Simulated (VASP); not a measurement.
Wanted: the native input for a VASP 6.6.1 run.

```yaml
Task: density of states
Functional: PBE
Potentials_or_basis: VASP PAW PBE potentials, release 64 (Ti_sv, Al)
Cutoff: 520 eV
k_mesh: 6 × 6 × 14
Occupations: gaussian, width 0.1 eV
Spin: no spin polarisation
Dipole_correction: no
k_mesh_for_the_DOS: 9 × 9 × 21
Occupations_for_the_DOS: tetrahedron
Further_INCAR_settings: ALGO = Normal; EDIFF = 1e-06
```

The system is TiAl6.

```xyz
7
Lattice="7.6766 0.0000 0.0000 -3.8383 6.6481 0.0000 0.0000 0.0000 2.8595" Properties=species:S:1:pos:R:3 pbc="T T T"
Ti    0.0000    0.0000    0.0000
Al    2.5625    0.0000    1.4298
Al    5.1140    0.0000    1.4298
Al   -1.2813    2.2192    1.4298
Al   -2.5570    4.4289    1.4298
Al    2.5570    4.4289    1.4298
Al    1.2813    2.2192    1.4298
```

The input as run:

POSCAR

```
TiAl6
1.0
    7.6765779890      0.0000000000      0.0000000000
   -3.8382889945      6.6481115526      0.0000000000
    0.0000000000      0.0000000000      2.8595493887
Ti Al
1 6
Direct
    0.0000000000      0.0000000000      0.0000000000
    0.3338125164      0.0000000000      0.5000000000
    0.6661874836      0.0000000000      0.5000000000
    0.0000000000      0.3338125164      0.5000000000
    0.0000000000      0.6661874836      0.5000000000
    0.6661874836      0.6661874836      0.5000000000
    0.3338125164      0.3338125164      0.5000000000
```

INCAR.step1

```
SYSTEM = TiAl6
ALGO = Normal ; EDIFF = 1E-6
ENCUT = 520 ; GGA = PE
ISIF = 2 ; ISMEAR = 0
LASPH = .True. ; LCHARG = .True.
LMAXMIX = 4 ; LREAL = .False.
LWAVE = .False. ; NBANDS = 24
NELM = 100 ; PREC = Accurate
SIGMA = 0.1
```

KPOINTS.step1

```
k-points
0
Gamma
  6 6 14
  0 0 0
```

INCAR.step2

```
SYSTEM = TiAl6
ALGO = Normal ; EDIFF = 1E-6
ENCUT = 520 ; GGA = PE
ICHARG = 11 ; ISIF = 2
ISMEAR = -5 ; LASPH = .True.
LCHARG = .False. ; LMAXMIX = 4
LORBIT = 11 ; LREAL = .False.
LWAVE = .False. ; NEDOS = 2001
NELM = 100 ; PREC = Accurate
SIGMA = 0.1
```

KPOINTS.step2

```
k-points
0
Gamma
  9 9 21
  0 0 0
```

Potentials or basis: VASP PAW PBE potentials, release 64 (Ti_sv, Al).

The run is started by

```sh
$ cat potpaw_PBE.64/Ti_sv/POTCAR potpaw_PBE.64/Al/POTCAR > POTCAR
$ cp INCAR.step1 INCAR
$ cp KPOINTS.step1 KPOINTS
$ mpirun -np 1 vasp_std > vasp.out
$ cp INCAR.step2 INCAR
$ cp KPOINTS.step2 KPOINTS
$ mpirun -np 1 vasp_std > vasp.out
```

Results of the run:

- Valence electrons inside the program's atomic spheres: Ti 10.19; Al 0.81

It took 6 min on 1 thread of AMD EPYC 7R43 64-Core Processor (Zen 3), with other jobs on the host, peak memory 0.47 GiB.
